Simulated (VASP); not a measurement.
A run of VASP 6.6.1:

The input INCAR:

```
SYSTEM = H10CO6
ALGO     = Normal         ! electronic algorithm
EDIFF    = 1E-6           ! SCF threshold, eV
ENCUT    = 910            ! plane-wave cutoff, eV
GGA      = CA             ! functional
GGA_COMPAT= .FALSE.      
ISIF     = 2              ! what is computed and relaxed
ISMEAR   = -1             ! smearing method
LASPH    = .TRUE.         ! aspherical terms in the spheres
LCHARG   = .FALSE.        ! write CHGCAR
LREAL    = Auto         
LWAVE    = .FALSE.        ! write WAVECAR
NBANDS   = 39             ! bands
NELM     = 120            ! most SCF steps
PREC     = Accurate       ! precision mode
SIGMA    = 0.02           ! smearing width, eV
```

KPOINTS

```
k-points
0
G
  1 1 1
  0 0 0
```

The input POSCAR:

```
H10CO6
1.0
    5.8071590000      0.0000000000      0.0000000000
    0.0000000000      6.9140290000      0.0000000000
    0.0000000000      0.0000000000      5.8249010000
O H C
6 10 1
Direct
    0.2353990996      0.0359269537      1.1268174343
    0.7460618867      0.3857808522      0.5223436415
    0.7039414626      0.2386018340      1.0505586275
    0.3074653200      0.2571293814      0.6238904318
    0.1593378105      0.7099044566      0.8520316483
    0.4155560404      0.8890330081      0.6889215800
    0.3829755652      0.0660685687      1.0648077967
    0.1460438745      0.1440549353      1.0399146698
    0.8580271351      0.4669202284      0.6204912324
    0.6078876091      0.3590381238      0.6204912324
    0.6193389918      0.2502303650      0.9008221771
    0.6356808897      0.3252806721      1.1721400930
    0.3093250934      0.1422904069      0.7165615347
    0.2590595505      0.2321511813      0.4656559828
    0.1976525871      0.8276939538      0.9497328796
    0.3636029253      0.6238620058      0.5660868743
    0.3177285141      0.7388890038      0.6994110286
```

Potentials or basis: VASP PAW LDA potentials, release 64 (O_h, H_h, C_h).

Launch:

```console
$ cat potpaw_LDA.64/O_h/POTCAR potpaw_LDA.64/H_h/POTCAR potpaw_LDA.64/C_h/POTCAR > POTCAR
$ mpirun -np 1 vasp_gam > vasp.out
```

Hardware: 1 thread of AMD EPYC 7R13 Processor (Zen 3), on a shared host.

Question: How long does it take, and how much memory?

Answer: It took 41 s on 1 thread of AMD EPYC 7R13 Processor (Zen 3) (shared host), peak memory 0.36 GiB. Counts: scf iterations 17, k points 1.
